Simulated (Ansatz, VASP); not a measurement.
TaH: VASP beside Ansatz

```
Ta H
1.0
     2.89183    0.00000    0.00000
    -1.44591    2.50439    0.00000
     0.00000    0.00000    3.63334
Ta H
1 1
Direct
  0.00000 0.00000 0.09687
  0.00000 0.00000 0.59696
```

Alike in both runs: functional PBE; k mesh 7 × 7 × 6; occupations gaussian, width 0.2 eV; no spin polarisation.

Ansatz relaxed the structure, and its values are those at the end. VASP's run is a single point on that final structure, the one shown.

|  | VASP | Ansatz |
| --- | --- | --- |
| version | VASP 6.6.1 | Ansatz 0.2.0 |
| potentials or method | VASP PAW PBE potentials, release 64 (Ta_pv, H), cutoff 500 eV | scalar-relativistic, plane waves, PAW |
| valence electrons in the cell | 12 | 14 |

VASP gave:

| Quantity | Value |
| --- | --- |
| gap on the k mesh at the Fermi level (eV) | none |
| pressure (GPa) | 0.1 |

Task: What did Ansatz give for the same quantities?

Result: gap on the k mesh at the Fermi level (eV): none; pressure (GPa): 0.2.

A gap of «none» marks a metal or a gap that the smearing closes. VASP's potentials hold 12 valence electrons a cell and Ansatz's 14, so a difference there can come from the potentials and not from the codes.

Neither program's run includes spin-orbit coupling.
